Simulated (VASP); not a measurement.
Input of a VASP 6.6.1 run:

The input INCAR:

```
SYSTEM = GdN
PREC     = Accurate       ! precision mode
ENCUT    = 520            ! plane-wave cutoff, eV
EDIFF    = 1E-6           ! SCF threshold, eV
ISMEAR   = -1             ! smearing method
SIGMA    = 0.05           ! smearing width, eV
LREAL    = .False.        ! projectors in reciprocal space
LASPH    = .True.         ! aspherical terms in the spheres
NELM     = 150            ! most SCF steps
ALGO     = Normal         ! electronic algorithm
ISIF     = 2              ! what is computed and relaxed
LWAVE    = .False.        ! write WAVECAR
LCHARG   = .False.        ! write CHGCAR
ISPIN    = 2              ! spin polarisation
MAGMOM   = 7 0            ! initial moments
LORBIT   = 11             ! projections on sites
LMAXMIX  = 6              ! l up to which the mixer works
LDAU     = .True.         ! DFT+U
LDAUTYPE = 2            
LDAUL    = 3 -1           ! shell
LDAUU    = 6 0            ! U, eV
LDAUJ    = 0 0          
LDAUPRINT= 1            
GGA      = PE             ! functional
NBANDS   = 22             ! bands
```

KPOINTS

```
Automatic mesh
0
Gamma
  8 8 8
  0 0 0
```

File POSCAR:

```
GdN
1.0
    0.0000000000      2.4994985661      2.4994985661
    2.4994985661      0.0000000000      2.4994985661
    2.4994985661      2.4994985661      0.0000000000
Gd N
1 1
Direct
    0.5000000000      0.5000000000      0.5000000000
    0.0000000000      0.0000000000      0.0000000000
```

Potentials or basis: VASP PAW PBE potentials, release 64 (Gd, N).

Command:

```sh
$ cat potpaw_PBE.64/Gd/POTCAR potpaw_PBE.64/N/POTCAR > POTCAR
$ mpirun -np 1 vasp_std > vasp.out
```

Question: Estimate the site moments.

Answer: Gd +6.87; N -0.11 μB.

Question: Estimate the net moment.

Answer: 7.00 μB per cell.

Question: Predict the band gap on the k mesh.

Answer: Zero (filled and empty bands overlap).

Eigenvalues of the final occupation matrices:
| site | spin | trace | eigenvalues |
| --- | --- | --- | --- |
| site 1 f | 1 | 6.94 | 0.99 0.99 0.99 0.99 0.99 0.99 0.99 |
| site 1 f | 2 | 0.04 | 0.00 0.00 0.00 0.00 0.01 0.01 0.01 |

Caveat: spin-orbit coupling is left out, which moves the levels of the heavy elements; a cell with one magnetic atom can't hold antiferromagnetic order, which such compounds often take. The state reached can hang on the start; a lower one may exist.
